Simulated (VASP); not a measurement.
# Pb32Se33 (a cell with a defect) in VASP: single point with PBEsol

Aim: the single point of Pb32Se33 (a cell with a defect) with PBEsol.

Program: VASP 6.6.1. These are calculated values, not measurements. Logs are shortened: lines on timing, memory, paths and dates and some standing lists are left out, and cuts for length are marked.

## 1. The cell of the first run

The cell holds a defect, 65 atoms: a = 12.200 Å, b = 12.200 Å, c = 12.200 Å, α = 90.00°, β = 90.00°, γ = 90.00°.

## 2. Single point, PBEsol

Input file INCAR:

```
PREC     = Accurate       # precision mode
ENCUT    = 400            # plane-wave cutoff, eV
EDIFF    = 1E-6           # SCF threshold, eV
ISMEAR   = -1             # smearing method
SIGMA    = 0.05           # smearing width, eV
LREAL    = Auto         
LASPH    = True           # aspherical terms in the spheres
NELM     = 120            # most SCF steps
ALGO     = Normal         # electronic algorithm
ISIF     = 2              # what is computed and relaxed
LWAVE    = False          # write WAVECAR
LCHARG   = False          # write CHGCAR
GGA      = PS             # functional
ISYM     = -1           
NBANDS   = 361            # bands
GGA_COMPAT= False
```

Input file KPOINTS:

```
explicit points
1
Reciprocal
  0.25000000   0.25000000   0.25000000 1
```

Input file POSCAR:

```
Pb32Se33
1.0
   12.2000000000      0.0000000000      0.0000000000
    0.0000000000     12.2000000000      0.0000000000
    0.0000000000      0.0000000000     12.2000000000
Se Pb
33 32
Direct
    0.2483270000      0.0007560000      0.0004590000
    0.2547470000      0.0072630000      0.5004600000
    0.2500920000      0.5003940000      0.9929040000
    0.2260550000      0.4763620000      0.4898020000
    0.7485640000      0.9988560000      0.0015240000
    0.7521710000      0.0024910000      0.5013650000
    0.7504770000      0.4986280000      0.0004690000
    0.7569290000      0.5050740000      0.5004270000
    0.9989570000      0.2492250000      0.9998090000
    0.9949770000      0.2453140000      0.4998820000
    0.9968840000      0.7493970000      0.0018280000
    0.9866010000      0.7431290000      0.5032060000
    0.4991150000      0.2471740000      0.0018140000
    0.4928110000      0.2369400000      0.5032030000
    0.4976250000      0.7479380000      0.0024460000
    0.5140640000      0.7643950000      0.5031930000
    0.9987240000      0.9978980000      0.2514210000
    0.9985630000      0.0003770000      0.7506970000
    0.9995180000      0.4979250000      0.2475330000
    0.0034630000      0.5002770000      0.7489250000
    0.4987910000      0.9965170000      0.2519100000
    0.4990150000      0.9961270000      0.7534970000
    0.5008070000      0.4959080000      0.2494100000
    0.5067690000      0.4933920000      0.7519820000
    0.2476180000      0.2498680000      0.2475490000
    0.2499730000      0.2537480000      0.7489470000
    0.2455700000      0.7511170000      0.2493960000
    0.2430740000      0.7570960000      0.7519940000
    0.7475870000      0.2490880000      0.2514180000
    0.7500730000      0.2488860000      0.7506660000
    0.7461730000      0.7491230000      0.2518910000
    0.7458100000      0.7493380000      0.7534870000
    0.3675890000      0.6179260000      0.5217600000
    0.9975660000      0.9987700000      0.9999920000
    0.9945730000      0.0017410000      0.5007830000
    0.0008200000      0.4988120000      0.9979490000
    0.9925020000      0.4951160000      0.4999840000
    0.4971680000      0.9947900000      0.0006550000
    0.5021170000      0.9996220000      0.5023120000
    0.5001430000      0.4953560000      0.9960060000
    0.5292020000      0.4655600000      0.4889410000
    0.2484320000      0.2511680000      0.9979470000
    0.2447910000      0.2428090000      0.4999780000
    0.2449990000      0.7504970000      0.9960170000
    0.2152200000      0.7795260000      0.4889070000
    0.7484030000      0.2479180000      0.0000040000
    0.7514400000      0.2449010000      0.5008000000
    0.7444580000      0.7475100000      0.0006540000
    0.7493080000      0.7524280000      0.5023260000
    0.2479560000      0.0004970000      0.2464750000
    0.2487130000      0.0017940000      0.7521230000
    0.2487460000      0.4990490000      0.2481900000
    0.2540720000      0.5044210000      0.7438780000
    0.7468110000      0.9971040000      0.2485930000
    0.7474880000      0.9977910000      0.7519720000
    0.7501730000      0.4982440000      0.2464890000
    0.7514630000      0.4990360000      0.7521150000
    0.9973820000      0.2477010000      0.2483950000
    0.0003170000      0.2506530000      0.7512990000
    0.9934470000      0.7466400000      0.2473560000
    0.9959040000      0.7492500000      0.7527190000
    0.4963380000      0.2437460000      0.2473530000
    0.4989070000      0.2462430000      0.7527240000
    0.4939460000      0.7442520000      0.2520300000
    0.4943720000      0.7446940000      0.7473060000
```

Potentials or basis: VASP PAW PBE potentials, release 64 (Se, Pb_d).

On the command line:

```console
$ cat potpaw_PBE.64/Se/POTCAR potpaw_PBE.64/Pb_d/POTCAR > POTCAR
$ mpirun -np 1 vasp_std > vasp.out
```

OUTCAR:

```text
PREC = Accurate
   ENCUT = 400
   EDIFF = 1E-6
   ISMEAR = -1
   LREAL = Auto
   LASPH = True
   NELM = 120
   ISIF = 2
   GGA = PS
   ISYM = -1

 ion  position               nearest neighbor table
   1  0.248  0.001  0.000-  50 3.00  51 3.03  38 3.04  44 3.05  42 3.06  34 3.06
   2  0.255  0.007  0.500-  45 2.82  43 2.88  39 3.02  51 3.07  50 3.10  35 3.17
   3  0.250  0.500  0.993-  53 3.04  42 3.04  36 3.04  40 3.05  44 3.05  52 3.11
   4  0.226  0.476  0.490-  33 2.47  43 2.86  37 2.86  52 2.97  53 3.14
   5  0.749  0.999  0.002-  54 3.01  34 3.04  46 3.04  55 3.04  48 3.07  38 3.07
   6  0.752  0.002  0.501-  35 2.96  47 2.96  39 3.05  49 3.05  55 3.06  54 3.09
   7  0.750  0.499  0.000-  56 3.00  57 3.03  48 3.04  36 3.05  40 3.05  46 3.06
   8  0.757  0.505  0.500-  41 2.82  37 2.88  49 3.02  57 3.07  56 3.10  47 3.17
   9  0.999  0.249  1.000-  59 3.03  58 3.03  42 3.04  36 3.05  34 3.06  46 3.06
  10  0.995  0.245  0.500-  47 2.97  35 2.97  37 3.05  43 3.05  58 3.07  59 3.07
  11  0.997  0.749  0.002-  60 3.00  44 3.03  61 3.04  34 3.04  36 3.06  48 3.08
  12  0.987  0.743  0.503-  45 2.83  49 2.90  37 3.03  61 3.05  60 3.12  35 3.16
  13  0.499  0.247  0.002-  62 3.00  40 3.03  63 3.04  46 3.04  42 3.06  38 3.08
  14  0.493  0.237  0.503-  41 2.83  39 2.90  43 3.03  63 3.05  62 3.12  47 3.16
  15  0.498  0.748  0.002-  48 3.01  38 3.01  64 3.05  40 3.08  44 3.08  65 3.11
  16  0.514  0.764  0.503-  33 2.54  39 2.87  49 2.87  65 3.00  64 3.08
  17  0.999  0.998  0.251-  50 3.04  35 3.04  58 3.05  60 3.07  34 3.07  54 3.07
[... 13 lines left out ...]
  31  0.746  0.749  0.252-  60 3.02  54 3.03  49 3.06  56 3.06  48 3.07  64 3.08
  32  0.746  0.749  0.753-  48 3.02  55 3.03  61 3.05  57 3.05  49 3.06  65 3.07
  33  0.368  0.618  0.522-   4 2.47  16 2.54  45 2.74  41 2.74  53 3.34
  34  0.998  0.999  1.000-   5 3.04  18 3.04  11 3.04   9 3.06   1 3.06  17 3.07
  35  0.995  0.002  0.501-   6 2.96  10 2.97  17 3.04  18 3.05  12 3.16   2 3.17  45 3.82
  36  0.001  0.499  0.998-  20 3.04   3 3.04  19 3.04   9 3.05   7 3.05  11 3.06
  37  0.993  0.495  0.500-   4 2.86   8 2.88  12 3.03  20 3.04  10 3.05  19 3.08
  38  0.497  0.995  0.001-  15 3.01  22 3.02   1 3.04  21 3.07   5 3.07  13 3.08
  39  0.502  1.000  0.502-  16 2.87  14 2.90   2 3.02   6 3.05  21 3.06  22 3.06
  40  0.500  0.495  0.996-  24 2.98  13 3.03   3 3.05   7 3.05  15 3.08  23 3.09
  41  0.529  0.466  0.489-  33 2.74   8 2.82  14 2.83  23 2.97  24 3.24  47 3.82  62 4.02  56 4.02

  42  0.248  0.251  0.998-  26 3.04   3 3.04   9 3.04  25 3.05   1 3.06  13 3.06
  43  0.245  0.243  0.500-   4 2.86   2 2.88  14 3.03  26 3.04  10 3.05  25 3.08
  44  0.245  0.750  0.996-  28 2.98  11 3.03   3 3.05   1 3.05  15 3.08  27 3.09
  45  0.215  0.780  0.489-  33 2.74   2 2.82  12 2.83  27 2.97  28 3.24  35 3.82  60 4.02  50 4.02

  46  0.748  0.248  0.000-   5 3.04  13 3.04  30 3.04   9 3.06   7 3.06  29 3.07
  47  0.751  0.245  0.501-   6 2.96  10 2.97  29 3.04  30 3.05  14 3.16   8 3.17  41 3.82
  48  0.744  0.748  0.001-  15 3.01  32 3.02   7 3.04  31 3.07   5 3.07  11 3.08
  49  0.749  0.752  0.502-  16 2.87  12 2.90   8 3.02   6 3.05  31 3.06  32 3.06
  50  0.248  0.000  0.246-   1 3.00  17 3.04  25 3.04  27 3.04  21 3.06   2 3.10  45 4.02
  51  0.249  0.002  0.752-  28 2.99   1 3.03  18 3.05  22 3.05   2 3.07  26 3.07
  52  0.249  0.499  0.248-   4 2.97  25 3.04  19 3.04  23 3.08  27 3.08   3 3.11
  53  0.254  0.504  0.744-   3 3.04  20 3.06  26 3.06  28 3.09  24 3.09   4 3.14  33 3.34
  54  0.747  0.997  0.249-   5 3.01  31 3.03  21 3.03  17 3.07  29 3.07   6 3.09
  55  0.747  0.998  0.752-  32 3.03  22 3.03   5 3.04   6 3.06  18 3.06  30 3.06
  56  0.750  0.498  0.246-   7 3.00  29 3.04  19 3.04  23 3.04  31 3.06   8 3.10  41 4.02
  57  0.751  0.499  0.752-  24 2.99   7 3.03  30 3.05  32 3.05   8 3.07  20 3.07
  58  0.997  0.248  0.248-   9 3.03  29 3.05  17 3.05  19 3.05  25 3.05  10 3.07
  59  0.000  0.251  0.751-   9 3.03  20 3.05  26 3.05  30 3.05  18 3.05  10 3.07
  60  0.993  0.747  0.247-  11 3.00  31 3.02  19 3.04  17 3.07  27 3.08  12 3.12  45 4.02
  61  0.996  0.749  0.753-  28 3.02  11 3.04  20 3.04  12 3.05  32 3.05  18 3.06
  62  0.496  0.244  0.247-  13 3.00  21 3.02  25 3.04  29 3.07  23 3.08  14 3.12  41 4.02
  63  0.499  0.246  0.753-  24 3.02  26 3.04  13 3.04  14 3.05  22 3.05  30 3.06
  64  0.494  0.744  0.252-  23 3.03  27 3.03  15 3.05  31 3.08  21 3.08  16 3.08
  65  0.494  0.745  0.747-  16 3.00  22 3.07  32 3.07  28 3.07  24 3.07  15 3.11

IMPORTANT INFORMATION: All symmetrisations will be switched off!
NOSYMM: (Re-)initialisation of all symmetry stuff for point group C_1.

----------------------------------------------------------------------------------------

                                     Primitive cell

  volume of cell :    1815.8480

  direct lattice vectors                    reciprocal lattice vectors
    12.200000000  0.000000000  0.000000000     0.081967213  0.000000000  0.000000000
[... 158 lines left out ...]
   NGX,Y,Z   is equivalent  to a cutoff of  10.90, 10.90, 10.90 a.u.
   NGXF,Y,Z  is equivalent  to a cutoff of  21.80, 21.80, 21.80 a.u.
 SYSTEM =  unknown system
   PREC   = accura    normal or accurate (medium, high low for compatibility)
   ISTART =      0    job   : 0-new  1-cont  2-samecut
   ICHARG =      2    charge: 1-file 2-atom 10-const
   ISPIN  =      1    spin polarized calculation?
   LNONCOLLINEAR =      F non collinear calculations
   LSORBIT =      F    spin-orbit coupling
   LASPH  =      T    aspherical Exc in radial PAW
   ENCUT  =  400.0 eV  29.40 Ry    5.42 a.u.  19.90 19.90 19.90*2*pi/ulx,y,z
   NELM   =    120;   NELMIN=  2; NELMDL= -5     # of ELM steps
   EDIFF  = 0.1E-05   stopping-criterion for ELM
   LREAL  =      T    real-space projection
   EDIFFG = 0.1E-04   stopping-criterion for IOM
   NSW    =      0    number of steps for IOM
   IBRION =     -1    ionic relax: 0-MD 1-quasi-New 2-CG
   NFREE  =      0    steps in history (QN), initial steepest desc. (CG)
   ISIF   =      2    stress and relaxation
   ISYM   =     -1    0-nonsym 1-usesym 2-fastsym
   POTIM  = 0.5000    time-step for ionic-motion
   TEBEG  =    0.0;   TEEND  =   0.0 temperature during run
   PSTRESS=    0.0 pullay stress
   NELECT =     646.0000    total number of electrons
   NUPDOWN=      -1.0000    fix difference up-down
   EMIN   =  10.00;   EMAX   =-10.00  energy-range for DOS
   EFERMI =   0.00;   METHOD = LEGACY
   ISMEAR =    -1;   SIGMA  =   0.05  broadening in eV -4-tet -1-fermi 0-gaus
   EFERMI_NEDOS =   21; number of points for ismear=-14 and -15
   IALGO  =     38    algorithm
   IMIX   =      4    mixing-type and parameters
     AMIX     =   0.40;   BMIX     =  1.00
     AMIX_MAG =   1.60;   BMIX_MAG =  1.00
  volume/ion in A,a.u.               =      27.94       188.52
  Fermi-wavevector in a.u.,A,eV,Ry     =   1.160003  2.192088 18.308099  1.345607
  Thomas-Fermi vector in A             =   2.296590
   LORBIT       =      0    0 simple, 1 ext, 2 COOP (PROOUT), +10 PAW based schemes
   GGA     = PS    functional components
   LHFCALC =     F    Hartree Fock is set to
   AEXX    =    0.0000 exact exchange contribution
   IVDW    =     0    specifies the selected vdW correction
   LEPSILON=     F    determine dielectric tensor
   LRPA    =     F    only Hartree local field effects (RPA)
 non-spin polarized calculation
  energy-cutoff  :      400.00
  volume of cell :     1815.85
 maximum number of plane-waves:     33005
 NGX is ok and might be reduce to    80
   NGX = 39   NGY = 39   NGZ = 39

 number of electron     645.9999990 magnetization

 Free energy of the ion-electron system (eV)
  ---------------------------------------------------
  ext. energy  EPLUGINS =         0.00000000
  ---------------------------------------------------
  free energy    TOTEN  =      -287.58343458 eV

  energy without entropy =     -287.58331496  energy(sigma->0) =     -287.58337477

 E-fermi :   5.5511     XC(G=0):  -9.8218

 val. band max:        5.0585255796   @ k =   0.2500   0.2500   0.2500
 cond. band min:       6.0474031806   @ k =   0.2500   0.2500   0.2500
 fundamental gap:      0.9888776010
 Fermi energy:         5.5510601745

 k-point     1 :       0.2500    0.2500    0.2500
  band No.  band energies     occupation
      1     -11.7752      2.00000
      2     -11.7650      2.00000
      3     -11.7516      2.00000
      4     -11.7393      2.00000
      5     -11.7294      2.00000
      6     -11.7266      2.00000
[... 327 lines left out ...]
    334       6.7829      0.00000
    335       6.7954      0.00000
 [bands above 335 left out]

------------------------ aborting loop because EDIFF is reached ----------------------------------------

  FORCE on cell =-STRESS in cart. coord.  units (eV):
  Direction    XX          YY          ZZ          XY          YZ          ZX
  --------------------------------------------------------------------------------------
  -------------------------------------------------------------------------------------
  Total       18.3081678     18.3180518      2.5480108      0.4099274      0.5246611      0.5215333
  in kB       16.1538474     16.1625683      2.2481866      0.3616913      0.4629242      0.4601646
  external PRESSURE =      11.5215341 kB  Pullay stress =       0.0000000 kB

 VOLUME and BASIS-vectors are now :
 -----------------------------------------------------------------------------
  energy-cutoff  :      400.00
  volume of cell :     1815.85
      direct lattice vectors                 reciprocal lattice vectors
    12.200000000  0.000000000  0.000000000     0.081967213  0.000000000  0.000000000
     0.000000000 12.200000000  0.000000000     0.000000000  0.081967213  0.000000000
     0.000000000  0.000000000 12.200000000     0.000000000  0.000000000  0.081967213

 POSITION                                       TOTAL-FORCE (eV/Angst)
 -----------------------------------------------------------------------------------
      3.02959      0.00922      0.00560         0.010596     -0.006665     -0.000792
      3.10791      0.08861      6.10561         0.004913      0.005546      0.002444
      3.05112      6.10481     12.11343         0.002106      0.003054     -0.017184
      2.75787      5.81162      5.97558        -0.018677     -0.015879      0.000544
      9.13248     12.18604      0.01859         0.008305      0.007535     -0.008811
      9.17649      0.03039      6.11665        -0.007591     -0.007137     -0.008393
[... 57 lines left out ...]
      6.02614      9.07987      3.07477         0.001915      0.001781     -0.012240
      6.03134      9.08527      9.11713        -0.001554     -0.001179     -0.007472
 -----------------------------------------------------------------------------------
    total drift:                                0.052838      0.038584     -0.025604

  FREE ENERGIE OF THE ION-ELECTRON SYSTEM (eV)
  ---------------------------------------------------
  free  energy   TOTEN  =      -287.5834345804 eV

  energy  without entropy=     -287.5833149603  energy(sigma->0) =     -287.58337477
```

Wall time 13 min (1 thread of Intel Xeon Platinum 8259CL at 2.50GHz (Skylake/Cascade Lake), shared host); peak memory 1.1 GiB.

Results:

| Quantity | Value |
| --- | --- |
| Free energy | -287.5834 eV |
| Pressure | 1.2 GPa |
| Largest force | 0.028 eV/Å |
| Band gap on the k mesh | 0.99 eV |

Forces in eV/Å, atoms in the order of the input:
```
Se   0.011 -0.007 -0.001
Se   0.005  0.006  0.002
Se   0.002  0.003 -0.017
Se  -0.019 -0.016  0.001
Se   0.008  0.008 -0.009
Se  -0.008 -0.007 -0.008
Se  -0.004  0.012 -0.003
Se   0.002  0.006  0.003
Se   0.010  0.009  0.003
Se   0.004  0.003 -0.003
Se  -0.002  0.004  0.001
Se  -0.002  0.001  0.002
Se   0.001 -0.001  0.003
Se   0.002 -0.004  0.003
Se   0.000 -0.001 -0.004
Se   0.010  0.009  0.001
Se   0.002  0.004 -0.004
Se   0.020  0.000 -0.004
Se   0.003 -0.001  0.001
Se  -0.014  0.000 -0.004
Se  -0.001 -0.005  0.002
Se  -0.003 -0.011  0.005
Se  -0.002  0.002 -0.010
Se  -0.010 -0.001  0.006
Se   0.001 -0.001  0.003
Se  -0.002 -0.014 -0.008
Se   0.001 -0.001 -0.007
Se  -0.003 -0.006  0.003
Se   0.002  0.000 -0.003
Se   0.003  0.018 -0.002
Se  -0.004  0.001  0.002
Se  -0.007 -0.007  0.006
Se   0.009  0.009  0.007
Pb  -0.009  0.000 -0.001
Pb   0.003 -0.003  0.002
Pb   0.002 -0.001  0.004
Pb  -0.009 -0.007  0.007
Pb   0.009 -0.003 -0.004
Pb   0.001  0.005  0.001
Pb  -0.009  0.004 -0.002
Pb   0.006 -0.010  0.003
Pb   0.000  0.001  0.004
Pb  -0.007 -0.008  0.007
Pb   0.004 -0.010 -0.002
Pb  -0.009  0.006  0.004
Pb   0.001 -0.009 -0.002
Pb  -0.004  0.004  0.002
Pb  -0.004  0.009 -0.004
Pb   0.004  0.001  0.000
Pb   0.001  0.005  0.011
Pb  -0.003  0.001 -0.012
Pb  -0.001 -0.001  0.008
Pb   0.003  0.003  0.028
Pb   0.001  0.002  0.002
Pb  -0.001  0.000 -0.001
Pb   0.005  0.002  0.011
Pb   0.001 -0.003 -0.011
Pb   0.002  0.002  0.002
Pb  -0.001 -0.001  0.002
Pb   0.000  0.001  0.003
Pb  -0.001 -0.002 -0.005
Pb   0.000  0.001  0.003
Pb  -0.002 -0.001 -0.006
Pb   0.002  0.002 -0.012
Pb  -0.002 -0.001 -0.007
```

Stress tensor (GPa, compression positive):
```
1.62 0.04 0.05
0.04 1.62 0.05
0.05 0.05 0.22
```

Levels at points of the mesh, in eV from the valence-band top:
```csv
k point,band 320,band 321,band 322,band 323,band 324,band 325,band 326,band 327
"(0.25, 0.25, 0.25)",-0.39,-0.39,-0.19,0.00,0.99,1.12,1.20,1.22
```

Caveat: the PAW data sets were made with another functional, which shifts forces and pressure a little; spin-orbit coupling is left out, which moves the levels of the heavy elements.
